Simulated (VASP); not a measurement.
**WC: single point with PBEsol**

Crystal: WC.

```
CELL_PARAMETERS angstrom
2.86935 0.00000 0.00000
-1.43467 2.48493 0.00000
0.00000 0.00000 2.80613
ATOMIC_POSITIONS crystal
W 0.00000 0.00000 0.00000
C 0.66667 0.33333 0.50000
```

| Quantity | Value |
| --- | --- |
| Program | VASP 6.6.1 |
| Task | single point |
| Functional | PBEsol |
| Potentials or basis | VASP PAW PBE potentials, release 64 (W_sv, C_h) |
| Cutoff | 910 eV |
| k mesh | 18 × 18 × 14 |
| Occupations | gaussian, width 0.1 eV |
| Spin | no spin polarisation |
| Dipole correction | no |
| Further INCAR settings | ALGO = Normal; EDIFF = 1e-06; NBANDS = 16 |

```
Pressure               : 13.3 GPa
Band gap on the k mesh : zero (bands 9 and 10 overlap by 1.29 eV)
```

Stress tensor (GPa, compression positive):
```
13.21  0.00  0.00
 0.00 13.21  0.00
 0.00  0.00 13.56
```

Levels at points of the mesh, in eV from the Fermi level:
| k point | band 7 | band 8 | band 9 | band 10 | band 11 | band 12 |
| --- | --- | --- | --- | --- | --- | --- |
| (0.00, 0.00, 0.00) | -3.48 | -3.48 | 0.10 | 3.39 | 3.39 | 5.84 |
| (0.50, 0.00, 0.00) | -3.81 | -3.77 | -0.45 | 2.43 | 4.77 | 5.17 |
| (0.00, 0.00, 0.50) | -2.09 | -2.09 | -0.65 | -0.65 | 3.80 | 4.63 |
| (0.50, 0.00, 0.50) | -4.50 | -4.27 | 0.36 | 4.69 | 5.59 | 6.99 |

It took 80 s on 1 thread of Intel(R) Xeon(R) 6975P-C (Granite Rapids), with other jobs on the host, peak memory 0.33 GiB.

Caveat: the cutoff is under 1.25 times the usual one of these potentials, so pressure, stress and relaxed cells hold a basis-set (Pulay) error; the cell stands under pressure; the PAW data sets were made with another functional, which shifts forces and pressure a little; spin-orbit coupling is left out, which moves the levels of the heavy elements.
